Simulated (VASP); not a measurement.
Here is a VASP 6.6.1 calculation.

INCAR

```
SYSTEM = Li3Rh
PREC     = Accurate       ! precision mode
ENCUT    = 520            ! plane-wave cutoff, eV
EDIFF    = 1E-7           ! SCF threshold, eV
ISMEAR   = -1             ! smearing method
SIGMA    = 0.05           ! smearing width, eV
LREAL    = .False.        ! projectors in reciprocal space
LASPH    = .True.         ! aspherical terms in the spheres
NELM     = 80             ! most SCF steps
ALGO     = Normal         ! electronic algorithm
ISIF     = 2              ! what is computed and relaxed
LWAVE    = .False.        ! write WAVECAR
LCHARG   = .False.        ! write CHGCAR
GGA      = CA             ! functional
NBANDS   = 34             ! bands
```

KPOINTS

```
Automatic mesh
0
Gamma
  9 9 9
  0 0 0
```

Contents of POSCAR:

```
Li3Rh
1.0
    5.1678452237      0.0000002818      0.0000000000
   -2.5839228558      4.4754851056      0.0000000000
    0.0000000000      0.0000000000      4.3415961334
Li Rh
6 2
Direct
    0.3500814296      0.1750407148      0.7500000000
    0.8249592852      0.1750407148      0.7500000000
    0.8249592852      0.6499185704      0.7500000000
    0.6499185704      0.8249592852      0.2500000000
    0.1750407148      0.8249592852      0.2500000000
    0.1750407148      0.3500814296      0.2500000000
    0.6666666667      0.3333333333      0.2500000000
    0.3333333333      0.6666666667      0.7500000000
```

Potentials or basis: VASP PAW LDA potentials, release 64 (Li_sv, Rh_pv).

Run with:

```sh
$ cat potpaw_LDA.64/Li_sv/POTCAR potpaw_LDA.64/Rh_pv/POTCAR > POTCAR
$ mpirun -np 1 vasp_std > vasp.out
```

Problem. Estimate the band gap on the k mesh.

Solution. Zero (bands 24 and 25 overlap by 1.14 eV).

Problem. What does it give for the largest force?

Solution. 0.006 eV/Å.

Forces in eV/Å, atoms in the order of the input:
```
Li  -0.005 -0.003  0.000
Li   0.005 -0.003  0.000
Li   0.000  0.006  0.000
Li   0.005  0.003  0.000
Li  -0.005  0.003  0.000
Li   0.000 -0.006  0.000
Rh   0.000  0.000  0.000
Rh   0.000  0.000  0.000
```
